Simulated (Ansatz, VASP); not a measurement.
**SbO6: VASP beside Ansatz**

Contents of INCAR:

```
SYSTEM = SbO6
ALGO = Normal
EDIFF = 1E-6
EDIFFG = -0.04
ENCUT = 600
GGA = PE
IBRION = 2
ISIF = 3
ISMEAR = 0
LASPH = .True.
LCHARG = .False.
LREAL = .False.
LWAVE = .False.
NELM = 100
NSW = 90
PREC = Accurate
SIGMA = 0.1
```

File KPOINTS:

```
k-points
0
Gamma
  4 4 4
  0 0 0
```

POSCAR

```
SbO6
1.0
   -3.0520990200      3.0520990200      3.0227109300
    3.0520990200     -3.0520990200      3.0227109300
    3.0520990200      3.0520990200     -3.0227109300
Sb O
1 6
Direct
    0.0000000000      0.0000000000      0.0000000000
    0.0000000000      0.7085205900      0.7085205900
    0.0000000000      0.2914794100      0.2914794100
    0.7116465600      0.7116465600      0.0000000000
    0.2883534400      0.2883534400      0.0000000000
    0.7085205900      0.0000000000      0.7085205900
    0.2914794100      0.0000000000      0.2914794100
```

Input for Ansatz:

```yaml
crystal:
  lattice:
    - [-3.05209902, 3.05209902, 3.02271093]
    - [3.05209902, -3.05209902, 3.02271093]
    - [3.05209902, 3.05209902, -3.02271093]
  atoms:
    - { symbol: Sb, position: [0.0, 0.0, 0.0] }
    - { symbol: O, position: [0.0, 0.70852059, 0.70852059] }
    - { symbol: O, position: [0.0, 0.29147941, 0.29147941] }
    - { symbol: O, position: [0.71164656, 0.71164656, 0.0] }
    - { symbol: O, position: [0.28835344, 0.28835344, 0.0] }
    - { symbol: O, position: [0.70852059, 0.0, 0.70852059] }
    - { symbol: O, position: [0.29147941, 0.0, 0.29147941] }
basis:
  ecutwfc: 420
kpoints:
  mp_grid: { grid: [4, 4, 4] }
hamiltonian:
  xc: pbe
scf:
  occupations: { method: gaussian, width: 0.1 }
  lower_state_search: "off"
output:
  forces: true
  stress: true
  eigenvalues: true
relax:
  adjacent_minimum: "off"
  f_tol: 0.04
  max_steps: 70
  cell: { stress_tol: 0.4 }
```

Change from the starting cell: species swapped into the TcF6 type (I4/mmm, No. 139).

Alike in both runs: task relaxation of cell and atoms; functional PBE; k mesh 4 × 4 × 4; occupations gaussian, width 0.1 eV; no spin polarisation.

```csv
,VASP,Ansatz
version,VASP 6.6.1,Ansatz 0.2.0
potentials or method,"VASP PAW PBE potentials, release 64 (Sb, O), cutoff 600 eV","scalar-relativistic, plane waves, PAW"
valence electrons in the cell,41,51
```

```csv
,VASP,Ansatz,Ansatz less VASP
"gap on the k mesh at the Fermi level, each at its own relaxed structure (eV)",none,none,-
relaxed volume (Å³/atom),14.12,14.24,+0.118
relaxed cell length with the largest relative difference (Å),5.047,5.059,+0.0128
```

A gap of «none» marks a metal or a gap that the smearing closes. VASP's potentials hold 41 valence electrons a cell and Ansatz's 51, so a difference there can come from the potentials and not from the codes.

The k mesh is coarse, so the values compare programs but aren't converged. Neither program's run includes spin-orbit coupling.
